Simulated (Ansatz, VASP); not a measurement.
# Two plane-wave programs on Ga2Sb2CO

INCAR

```
SYSTEM = Ga2Sb2CO
ALGO = Normal ; DIPOL = 0.5 0.5 0.348
EDIFF = 1E-6 ; ENCUT = 520
GGA = PE ; GGA_COMPAT = .FALSE.
IDIPOL = 3 ; ISIF = 2
ISMEAR = 0 ; IVDW = 12
LASPH = .TRUE. ; LCHARG = .FALSE.
LDIPOL = .TRUE. ; LREAL = .FALSE.
LWAVE = .FALSE. ; NBANDS = 42
NELM = 120 ; NELMDL = -8
PREC = Accurate ; SIGMA = 0.1
```

Contents of KPOINTS:

```
k-points
0
G
  6 6 1
  0 0 0
```

Contents of POSCAR:

```
Ga2Sb2CO
1.0
    4.3343814647      0.0000000000      0.0000000000
   -2.1671907324      3.7536844581      0.0000000000
    0.0000000000      0.0000000000     23.6197422994
Sb Ga O C
2 2 1 1
Direct
    0.0000000000      0.0000000000      0.1693498578
    0.3333333333      0.6666666667      0.3259656336
    0.3333333333      0.6666666667      0.2068080104
    0.6666666667      0.3333333333      0.3585874135
    0.6666666667      0.3333333333      0.4898335533
    0.6666666667      0.3333333333      0.5385216375
```

Input for Ansatz:

```yaml
crystal:
  lattice:
    - [4.3343814647, 0.0, 0.0]
    - [-2.1671907324, 3.7536844581, 0.0]
    - [0.0, 0.0, 23.6197422994]
  atoms:
    - { symbol: Sb, position: [0.0, 0.0, 0.1693498578] }
    - { symbol: Ga, position: [0.3333333333, 0.6666666667, 0.2068080104] }
    - { symbol: Sb, position: [0.3333333333, 0.6666666667, 0.3259656336] }
    - { symbol: Ga, position: [0.6666666667, 0.3333333333, 0.3585874135] }
    - { symbol: O, position: [0.6666666667, 0.3333333333, 0.4898335533] }
    - { symbol: C, position: [0.6666666667, 0.3333333333, 0.5385216375] }
basis:
  ecutwfc: 420
kpoints:
  mp_grid: { grid: [6, 6, 1] }
hamiltonian:
  xc: pbe
  pseudopotentials: { kind: paw, azcp: { folder: soft_1 } }
  dispersion: d3bj
scf:
  occupations: { method: gaussian, width: 0.1 }
output:
  forces: true
  eigenvalues: true
efield:
  axis: 3
  dipole_correction: true
  ramp_width: 0.04
```

Alike in both runs: task single point; functional PBE; dispersion D3(BJ); k mesh 6 × 6 × 1; occupations gaussian, width 0.1 eV; no spin polarisation.

|  | VASP | Ansatz |
| --- | --- | --- |
| version | VASP 6.6.1 | Ansatz 0.2.0 |
| potentials or method | VASP PAW PBE potentials, release 64 (Sb_d_GW, Ga_d, O, C), cutoff 520 eV | scalar-relativistic, plane waves, PAW |
| valence electrons in the cell | 66 | 66 |

Ansatz gave:

| Quantity | Value |
| --- | --- |
| gap on the k mesh at the Fermi level (eV) | 0.06 |
| least direct gap on the mesh (eV) | 0.06 |
| rms of the force components (eV/Å) | 0.514 |

Q: Estimate VASP's values.

A: gap on the k mesh at the Fermi level (eV): 0.06; least direct gap on the mesh (eV): 0.06; rms of the force components (eV/Å): 0.246.

One of these differences is far larger than is usual between the two programs; its cause wasn't traced.

Spin-orbit coupling is off throughout. Noted on VASP's run: the standard files for N, O and F lose accuracy on very short bonds.
